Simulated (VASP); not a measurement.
# SiO2 (rutile type) (P4_2/mnm) in VASP: further runs

SiO2 (rutile type) is run at these levels: PBE; tasks: density of states.

Program: VASP 6.6.1. These are calculated values, not measurements. Logs are shortened: lines on timing, memory, paths and dates and some standing lists are left out, and cuts for length are marked.

### 1 The cell of the first run

The structure is tetragonal, space group P4_2/mnm (No. 136). Conventional cell: a = 3.576 Å, b = 3.576 Å, c = 2.341 Å, α = 90.00°, β = 90.00°, γ = 90.00°. Si (site symmetry mmm) has 6 O at 1.51 to 1.55 Å within 2.0 Å. O (site symmetry m2m) has 3 Si at 1.51 to 1.55 Å within 2.0 Å.

### 2 Density of states, PBE (volume scaled by 0.62)

Input file POSCAR:

```
SiO2
1.0
    3.5757923557      0.0000000000      0.0000000000
    0.0000000000      3.5757923557      0.0000000000
    0.0000000000      0.0000000000      2.3412002772
Si O
2 4
Direct
    0.0000000000      0.0000000000      0.0000000000
    0.5000000000      0.5000000000      0.5000000000
    0.2983754371      0.2983754371      0.0000000000
    0.7016245629      0.7016245629      0.0000000000
    0.7983754371      0.2016245629      0.5000000000
    0.2016245629      0.7983754371      0.5000000000
```

Input file INCAR.step1:

```
  ALGO = Normal
  EDIFF = 1E-6
  ENCUT = 520
  GGA = PE
  ISIF = 2
  ISMEAR = -1
  LASPH = True
  LCHARG = True
  LREAL = False
  LWAVE = False
  NBANDS = 25
  NELM = 100
  PREC = Accurate
  SIGMA = 0.1
```

Input file KPOINTS.step1:

```
k-points
0
Gamma
  7 7 10
```

Input file INCAR.step2:

```
  ALGO = Normal
  EDIFF = 1E-6
  ENCUT = 520
  GGA = PE
  ICHARG = 11
  ISIF = 2
  ISMEAR = -5
  LASPH = True
  LCHARG = False
  LORBIT = 11
  LREAL = False
  LWAVE = False
  NBANDS = 25
  NEDOS = 1001
  NELM = 100
  PREC = Accurate
  SIGMA = 0.1
```

Input file KPOINTS.step2:

```
k-points
0
Gamma
  11 11 15
```

Potentials or basis: VASP PAW PBE potentials, release 64 (Si, O).

Started as:

```console
cat potpaw_PBE.64/Si/POTCAR potpaw_PBE.64/O/POTCAR > POTCAR
cp INCAR.step1 INCAR
cp KPOINTS.step1 KPOINTS
mpirun -np 1 vasp_std > vasp.out
cp INCAR.step2 INCAR
cp KPOINTS.step2 KPOINTS
mpirun -np 1 vasp_std > vasp.out
```

OUTCAR:

```text
EDIFF = 1E-6
   ENCUT = 520
   GGA = PE
   ICHARG = 11
   ISIF = 2
   ISMEAR = -5
   LASPH = True
   LORBIT = 11
   LREAL = False
   NELM = 100
   PREC = Accurate

 ion  position               nearest neighbor table
   1  0.000  0.000  0.000-   3 1.51   4 1.51   5 1.55   6 1.55   5 1.55   6 1.55   2 2.79   2 2.79
                             2 2.79   2 2.79   2 2.79   2 2.79   2 2.79   2 2.79
   2  0.500  0.500  0.500-   5 1.51   6 1.51   3 1.55   4 1.55   3 1.55   4 1.55   1 2.79   1 2.79
                             1 2.79   1 2.79   1 2.79   1 2.79   1 2.79   1 2.79
   3  0.298  0.298  0.000-   1 1.51   2 1.55   2 1.55
   4  0.702  0.702  0.000-   1 1.51   2 1.55   2 1.55
   5  0.798  0.202  0.500-   2 1.51   1 1.55   1 1.55
   6  0.202  0.798  0.500-   2 1.51   1 1.55   1 1.55

  LATTYP: Found a simple tetragonal cell.
 ALAT       =     3.5757923557
 C/A-ratio  =     0.6547360821

  Lattice vectors:

 A1 = (   3.5757923557,   0.0000000000,   0.0000000000)
 A2 = (   0.0000000000,   3.5757923557,   0.0000000000)
 A3 = (   0.0000000000,   0.0000000000,   2.3412002772)

Analysis of symmetry for initial positions (statically):
=====================================================================
 Subroutine PRICEL returns:
 Original cell was already a primitive cell.

 Routine SETGRP: Setting up the symmetry group for a
 simple tetragonal supercell.

 Subroutine GETGRP returns: Found 16 space group operations
 (whereof  8 operations were pure point group operations)
 out of a pool of 16 trial point group operations.

The static configuration has the point symmetry D_2h.
 The point group associated with its full space group is D_4h.

Analysis of symmetry for dynamics (positions and initial velocities):
=====================================================================
 Subroutine PRICEL returns:
 Original cell was already a primitive cell.

 Routine SETGRP: Setting up the symmetry group for a
 simple tetragonal supercell.

 Subroutine GETGRP returns: Found 16 space group operations
 (whereof  8 operations were pure point group operations)
 out of a pool of 16 trial point group operations.

The dynamic configuration has the point symmetry D_2h.
 The point group associated with its full space group is D_4h.

 Subroutine INISYM returns: Found 16 space group operations
 (whereof  8 operations are pure point group operations),
 and found     1 'primitive' translations

----------------------------------------------------------------------------------------

                                     Primitive cell

  volume of cell :      29.9353

  direct lattice vectors                    reciprocal lattice vectors
     3.575792356  0.000000000  0.000000000     0.279658297  0.000000000  0.000000000
     0.000000000  3.575792356  0.000000000     0.000000000  0.279658297  0.000000000
     0.000000000  0.000000000  2.341200277     0.000000000  0.000000000  0.427131335

  length of vectors
     3.575792356  3.575792356  2.341200277     0.279658297  0.279658297  0.427131335

  position of ions in fractional coordinates (direct lattice)
     0.000000000  0.000000000  0.000000000
     0.500000000  0.500000000  0.500000000
     0.298375437  0.298375437  0.000000000
     0.701624563  0.701624563  0.000000000
     0.798375437  0.201624563  0.500000000
     0.201624563  0.798375437  0.500000000

  ion indices of the primitive-cell ions
   primitive index   ion index
                 1           1
                 2           2
                 3           3
                 4           4
                 5           5
                 6           6

----------------------------------------------------------------------------------------

 KPOINTS: k-points

Automatic generation of k-mesh.
 Grid dimensions read from file:
 generate k-points for:   11   11   15

 Generating k-lattice:

  Cartesian coordinates                     Fractional coordinates (reciprocal lattice)
     0.025423482  0.000000000  0.000000000     0.090909091  0.000000000  0.000000000
     0.000000000  0.025423482  0.000000000     0.000000000  0.090909091  0.000000000
     0.000000000  0.000000000  0.028475422     0.000000000  0.000000000  0.066666667

  Length of vectors
     0.025423482  0.025423482  0.028475422

  Shift w.r.t. Gamma in fractional coordinates (k-lattice)
     0.000000000  0.000000000  0.000000000

 TETIRR: Found   2696 inequivalent tetrahedra from    10890

 Subroutine IBZKPT returns following result:
 ===========================================

 Found    168 irreducible k-points:

 Following reciprocal coordinates:
            Coordinates               Weight
  0.000000  0.000000  0.000000      1.000000
  0.090909  0.000000  0.000000      4.000000
  0.181818  0.000000  0.000000      4.000000
  0.272727  0.000000  0.000000      4.000000
  0.363636  0.000000  0.000000      4.000000
  0.454545  0.000000  0.000000      4.000000
[... 16 lines left out ...]
  0.090909  0.000000  0.066667      8.000000
  0.181818  0.000000  0.066667      8.000000
 [... further k-points ...]
   k-points           NKPTS =    168   k-points in BZ     NKDIM =    168   number of bands    NBANDS=     25
   number of dos      NEDOS =   1001   number of ions     NIONS =      6
   total plane-waves  NPLWV =  14112
   dimension x,y,z NGX =    28 NGY =   28 NGZ =   18
   dimension x,y,z NGXF=    56 NGYF=   56 NGZF=   36
   ions per type =               2   4
   NGX,Y,Z   is equivalent  to a cutoff of  13.02, 13.02, 12.78 a.u.
   NGXF,Y,Z  is equivalent  to a cutoff of  26.04, 26.04, 25.56 a.u.
 SYSTEM =  unknown system
   PREC   = accura    normal or accurate (medium, high low for compatibility)
   ISTART =      0    job   : 0-new  1-cont  2-samecut
   ICHARG =     11    charge: 1-file 2-atom 10-const
   ISPIN  =      1    spin polarized calculation?
   LNONCOLLINEAR =      F non collinear calculations
   LSORBIT =      F    spin-orbit coupling
   LASPH  =      T    aspherical Exc in radial PAW
   ENCUT  =  520.0 eV  38.22 Ry    6.18 a.u.   6.65  6.65  4.35*2*pi/ulx,y,z
   NELM   =    100;   NELMIN=  2; NELMDL=  0     # of ELM steps
   EDIFF  = 0.1E-05   stopping-criterion for ELM
   LREAL  =      F    real-space projection
   EDIFFG = 0.1E-04   stopping-criterion for IOM
   NSW    =      0    number of steps for IOM
   IBRION =     -1    ionic relax: 0-MD 1-quasi-New 2-CG
   NFREE  =      0    steps in history (QN), initial steepest desc. (CG)
   ISIF   =      2    stress and relaxation
   ISYM   =      2    0-nonsym 1-usesym 2-fastsym
   POTIM  = 0.5000    time-step for ionic-motion
   TEBEG  =    0.0;   TEEND  =   0.0 temperature during run
   PSTRESS=    0.0 pullay stress
   NELECT =      32.0000    total number of electrons
   NUPDOWN=      -1.0000    fix difference up-down
   EMIN   =  10.00;   EMAX   =-10.00  energy-range for DOS
   EFERMI =   0.00;   METHOD = LEGACY
   ISMEAR =    -5;   SIGMA  =   0.10  broadening in eV -4-tet -1-fermi 0-gaus
   EFERMI_NEDOS =   21; number of points for ismear=-14 and -15
   IALGO  =     38    algorithm
   IMIX   =      4    mixing-type and parameters
     AMIX     =   0.40;   BMIX     =  1.00
     AMIX_MAG =   1.60;   BMIX_MAG =  1.00
  volume/ion in A,a.u.               =       4.99        33.67
  Fermi-wavevector in a.u.,A,eV,Ry     =   1.673904  3.163219 38.122888  2.801953
  Thomas-Fermi vector in A             =   2.758793
   LORBIT       =     11    0 simple, 1 ext, 2 COOP (PROOUT), +10 PAW based schemes
   GGA     = PE    functional components
   LHFCALC =     F    Hartree Fock is set to
   AEXX    =    0.0000 exact exchange contribution
   IVDW    =     0    specifies the selected vdW correction
   LEPSILON=     F    determine dielectric tensor
   LRPA    =     F    only Hartree local field effects (RPA)
 non-spin polarized calculation
 Fermi weights with tetrahedron method with Bloechl corrections
  energy-cutoff  :      520.00
  volume of cell :       29.94
 maximum number of plane-waves:       824
 NGX is ok and might be reduce to    28

 number of electron      32.0000003 magnetization

 Free energy of the ion-electron system (eV)
  ---------------------------------------------------
  ext. energy  EPLUGINS =         0.00000000
  ---------------------------------------------------
  free energy    TOTEN  =       -32.41874346 eV

  energy without entropy =      -32.41874346  energy(sigma->0) =      -32.41874346

 E-fermi :  15.8297     XC(G=0): -14.7573

 val. band max:       15.7853211661   @ k =   0.0000   0.0000   0.0000
 cond. band min:      22.9193526510   @ k =   0.0000   0.0000   0.0000
 fundamental gap:      7.1340314849
 Fermi energy:        15.8296581783

 k-point     1 :       0.0000    0.0000    0.0000
  band No.  band energies     occupation
      1     -12.4482      2.00000
      2      -6.1714      2.00000
      3      -6.1714      2.00000
      4      -5.0851      2.00000
      5       1.3275      2.00000
      6       4.5382      2.00000
[... 17 lines left out ...]
     24      36.3941      0.00000
     25      36.5404      0.00000

 k-point     2 :       0.0909    0.0000    0.0000
  band No.  band energies     occupation
      1     -12.3772      2.00000
      2      -6.6131      2.00000
      3      -6.1261      2.00000
      4      -4.8253      2.00000
      5       1.3466      2.00000
      6       4.6969      2.00000
[... 17 lines left out ...]
     24      36.1728      0.00000
     25      36.6443      0.00000

 k-point     3 :       0.1818    0.0000    0.0000
  band No.  band energies     occupation
      1     -12.1654      2.00000
      2      -7.4324      2.00000
      3      -5.9925      2.00000
      4      -4.5357      2.00000
      5       1.4189      2.00000
      6       5.2081      2.00000
[... 17 lines left out ...]
     24      35.6208      0.00000
     25      35.9211      0.00000

 k-point     4 :       0.2727    0.0000    0.0000
  band No.  band energies     occupation
      1     -11.8157      2.00000
      2      -8.3247      2.00000
      3      -5.7791      2.00000
      4      -4.4629      2.00000
      5       1.5904      2.00000
      6       4.5068      2.00000
[... 17 lines left out ...]
     24      34.4666      0.00000
     25      34.8704      0.00000
[... 477 lines left out ...]
 k-point    22 :       0.0000    0.0000    0.0667
  band No.  band energies     occupation
      1     -12.3581      2.00000
      2      -6.1181      2.00000
      3      -6.1181      2.00000
      4      -5.0788      2.00000
      5       1.3606      2.00000
      6       4.6349      2.00000
[... 17 lines left out ...]
     24      36.1117      0.00000
     25      36.1822      0.00000

 k-point    23 :       0.0909    0.0000    0.0667
  band No.  band energies     occupation
      1     -12.2873      2.00000
      2      -6.5581      2.00000
      3      -6.0735      2.00000
      4      -4.8207      2.00000
      5       1.3893      2.00000
      6       4.7894      2.00000
[... 17 lines left out ...]
     24      35.8848      0.00000
     25      36.2265      0.00000

 k-point    24 :       0.1818    0.0000    0.0667
  band No.  band energies     occupation
      1     -12.0761      2.00000
      2      -7.3699      2.00000
      3      -5.9424      2.00000
      4      -4.5356      2.00000
      5       1.4808      2.00000
      6       5.2859      2.00000
[... 17 lines left out ...]
     24      35.1806      0.00000
     25      36.0143      0.00000

 [... further k-points ...]

------------------------ aborting loop because EDIFF is reached ----------------------------------------

  FORCE on cell =-STRESS in cart. coord.  units (eV):
  Direction    XX          YY          ZZ          XY          YZ          ZX
  --------------------------------------------------------------------------------------
  -------------------------------------------------------------------------------------
  Total       68.1030966     68.1030966     68.4575587      0.0000000      0.0000000      0.0000000
  in kB     3644.9728009   3644.9728009   3663.9441057      0.0000000      0.0000000      0.0000000
  external PRESSURE =    3651.2965692 kB  Pullay stress =       0.0000000 kB

 VOLUME and BASIS-vectors are now :
 -----------------------------------------------------------------------------
  energy-cutoff  :      520.00
  volume of cell :       29.94
      direct lattice vectors                 reciprocal lattice vectors
     3.575792356  0.000000000  0.000000000     0.279658297  0.000000000  0.000000000
     0.000000000  3.575792356  0.000000000     0.000000000  0.279658297  0.000000000
     0.000000000  0.000000000  2.341200277     0.000000000  0.000000000  0.427131335

 POSITION                                       TOTAL-FORCE (eV/Angst)
 -----------------------------------------------------------------------------------
      0.00000      0.00000      0.00000         0.000000     -0.000000      0.000000
      1.78790      1.78790      1.17060         0.000000     -0.000000      0.000000
      1.06693      1.06693      0.00000        -0.034065     -0.034065      0.000000
      2.50886      2.50886      0.00000         0.034065      0.034065     -0.000000
      2.85482      0.72097      1.17060        -0.034065      0.034065     -0.000000
      0.72097      2.85482      1.17060         0.034065     -0.034065      0.000000
 -----------------------------------------------------------------------------------
    total drift:                                0.000000     -0.000000      0.000000

  FREE ENERGIE OF THE ION-ELECTRON SYSTEM (eV)
  ---------------------------------------------------
  free  energy   TOTEN  =       -32.4187434649 eV

  energy  without entropy=      -32.4187434649  energy(sigma->0) =      -32.41874346

 total charge

# of ion       s       p       d       tot
------------------------------------------
    1        0.752   1.491   0.000   2.243
    2        0.752   1.491   0.000   2.243
    3        1.613   4.111   0.000   5.725
    4        1.613   4.111   0.000   5.725
    5        1.613   4.111   0.000   5.725
    6        1.613   4.111   0.000   5.725
--------------------------------------------------
tot          7.956  19.428   0.000  27.384
```

It took 38 s on 1 thread of Intel Xeon 6975P-C (Granite Rapids), shared host; peak memory 0.2 GiB.

Results:

```yaml
Valence_electrons_inside_the_program's_atomic_spheres: Si 2.24; O 5.72
```

Levels at points of the mesh, in eV from the valence-band top:
| k point | band 14 | band 15 | band 16 | band 17 | band 18 | band 19 |
| --- | --- | --- | --- | --- | --- | --- |
| (0.00, 0.00, 0.00) | -1.21 | -1.21 | 0.00 | 7.13 | 11.78 | 11.78 |

### 3 Density of states, PBE (volume scaled by 0.62)

POSCAR is that of step 2.

Input file INCAR.step1:

```
SYSTEM = SiO2
  PREC = Accurate
  ENCUT = 520
  EDIFF = 1E-6
  ISMEAR = -1
  SIGMA = 0.1
  LREAL = .False.
  LASPH = .True.
  NELM = 80
  ALGO = Normal
  ISIF = 2
  LWAVE = .False.
  LCHARG = .True.
  GGA = PE
  NBANDS = 25
```

Input file KPOINTS.step1:

```
regular mesh
0
Gamma
  7 7 10
  0 0 0
```

Input file INCAR.step2:

```
SYSTEM = SiO2
  PREC = Accurate
  ENCUT = 520
  EDIFF = 1E-6
  ISMEAR = -5
  SIGMA = 0.1
  LREAL = .False.
  LASPH = .True.
  NELM = 80
  ALGO = Normal
  ISIF = 2
  LWAVE = .False.
  LCHARG = .False.
  GGA = PE
  LORBIT = 11
  NBANDS = 25
  NEDOS = 2001
  ICHARG = 11
```

Input file KPOINTS.step2:

```
regular mesh
0
Gamma
  11 11 15
  0 0 0
```

Potentials or basis: VASP PAW PBE potentials, release 64 (Si, O).

Started as:

```console
cat potpaw_PBE.64/Si/POTCAR potpaw_PBE.64/O/POTCAR > POTCAR
cp INCAR.step1 INCAR
cp KPOINTS.step1 KPOINTS
mpirun -np 1 vasp_std > vasp.out
cp INCAR.step2 INCAR
cp KPOINTS.step2 KPOINTS
mpirun -np 1 vasp_std > vasp.out
```

Run time: 38 s. Hardware: 1 thread of Intel Xeon 6975P-C (Granite Rapids), shared host; peak memory 0.21 GiB.

The run converged. Its results:

```yaml
Valence_electrons_inside_the_program's_atomic_spheres: Si 2.24; O 5.72
```

Levels at points of the mesh, in eV from the valence-band top:
```
           k point  band 14  band 15  band 16  band 17  band 18  band 19
(0.00, 0.00, 0.00)    -1.21    -1.21     0.00     7.13    11.78    11.78
```
